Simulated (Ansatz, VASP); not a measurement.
## Two plane-wave programs on MnS

File POSCAR:

```
MnS
1.0
    3.0990400000      0.0000000000      0.0000000000
    0.0000000000      3.0990400000      0.0000000000
    0.0000000000      0.0000000000      3.0990400000
Mn S
1 1
Direct
    0.5257440412      0.5107674881      0.4705682428
    0.0263876777      0.0127074813     -0.0295782823
```

Contents of INCAR.step1:

```
ALGO = Normal
EDIFF = 1E-4
ENCUT = 520
GGA = PE
ISMEAR = -1
ISPIN = 2
LASPH = True
LCHARG = False
LMAXMIX = 4
LREAL = False
LWAVE = True
MAGMOM = 5.2 0
NBANDS = 20
NELM = 150
PREC = Accurate
SIGMA = 0.01
```

The input INCAR.step2:

```
ALGO = Normal
EDIFF = 1E-7
ENCUT = 520
ISIF = 2
ISMEAR = -1
ISPIN = 2
ISTART = 1
LASPH = True
LCHARG = False
LMAXMIX = 4
LMIXTAU = True
LORBIT = 11
LREAL = False
LWAVE = False
MAGMOM = 5.2 0
METAGGA = R2SCAN
NBANDS = 20
NELM = 150
PREC = Accurate
SIGMA = 0.01
```

Contents of KPOINTS:

```
k-points
0
Gamma
  5 5 5
```

Input for Ansatz:

```yaml
crystal:
  lattice:
    - [3.09904, 0.0, 0.0]
    - [0.0, 3.09904, 0.0]
    - [0.0, 0.0, 3.09904]
  atoms:
    - { symbol: Mn, position: [0.5257440411581549, 0.5107674880566551, 0.4705682427643546], spin: 5.2 }
    - { symbol: S, position: [0.0263876777383804, 0.0127074812947828, -0.02957828233389279], spin: 0.0 }
kpoints:
  mp_grid:
    grid: [5, 5, 5]
hamiltonian:
  xc: r2scan
  pseudopotentials:
    kind: nc
magnetization:
  spin_polarized: true
scf:
  convergence:
    dr2_threshold: 1.0e-07
  occupations:
    method: fermi_dirac
    width: 0.01
  initial_density:
    normalization: cell
output:
  forces: true
```

Alike in both runs: task single point; functional r2SCAN; k mesh 5 × 5 × 5; occupations fermi-dirac, width 0.01 eV; collinear spin.

|  | VASP | Ansatz |
| --- | --- | --- |
| version | VASP 6.6.1 | Ansatz 0.2.0 |
| potentials or method | VASP PAW PBE potentials, release 64 (Mn_pv, S) | plane waves |
| plane-wave cutoff (eV) | 520 | 1306 |
| valence electrons in the cell | 19 | 21 |

|  | VASP | Ansatz | Ansatz less VASP |
| --- | --- | --- | --- |
| rms of the force components (eV/Å) | 0.008 | 0.004 | -0.0032 |
| net moment per atom (μB) | 2.21 | 2.21 | 0.000 |
| size of the moment on the site where the two differ most (μB) | 0.04 | 0.05 | +0.013 |

VASP's potentials were made for PBE, not for r2SCAN. Site moments also hang on the region over which each program counts them. Atom by atom the forces differ by 0.007 eV/Å (rms over components). VASP's potentials hold 19 valence electrons a cell and Ansatz's 21, so a difference there can come from the potentials and not from the codes. Ansatz's warnings: stability check not made.

The k mesh is coarse, so the values compare programs but aren't converged.
